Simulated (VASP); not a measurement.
A run of VASP 6.6.1 is set up as follows.

File INCAR:

```
SYSTEM = Sn3Se
PREC = Accurate
ENCUT = 520
EDIFF = 1E-7
ISMEAR = -1
SIGMA = 0.05
LREAL = .FALSE.
LASPH = .TRUE.
NELM = 80
ALGO = Normal
ISIF = 2
LWAVE = .FALSE.
LCHARG = .FALSE.
GGA = PS
NBANDS = 32
```

File KPOINTS:

```
Automatic mesh
0
G
  6 6 6
  0 0 0
```

The input POSCAR:

```
Sn3Se
1.0
    0.0000000000      3.8063553727      3.8063553727
    3.8063553727      0.0000000000      3.8063553727
    3.8063553727      3.8063553727      0.0000000000
Sn Se
3 1
Direct
    0.5000000000      0.5000000000      0.5000000000
    0.7500000000      0.7500000000      0.7500000000
    0.2500000000      0.2500000000      0.2500000000
    0.0000000000      0.0000000000      0.0000000000
```

Potentials or basis: VASP PAW PBE potentials, release 64 (Sn_d, Se).

The run is started by

```bash
$ cat potpaw_PBE.64/Sn_d/POTCAR potpaw_PBE.64/Se/POTCAR > POTCAR
$ mpirun -np 1 vasp_std > vasp.out
```

Task: Estimate the pressure.

Result: -5.4 GPa.

Task: Predict the band gap on the k mesh.

Result: Zero (band 24 reaches 6.99 eV, above the bottom of band 25 at 5.24 eV).

Caveat: the PAW data sets were made with another functional, which shifts forces and pressure a little; spin-orbit coupling is left out, which moves the levels of the heavy elements.
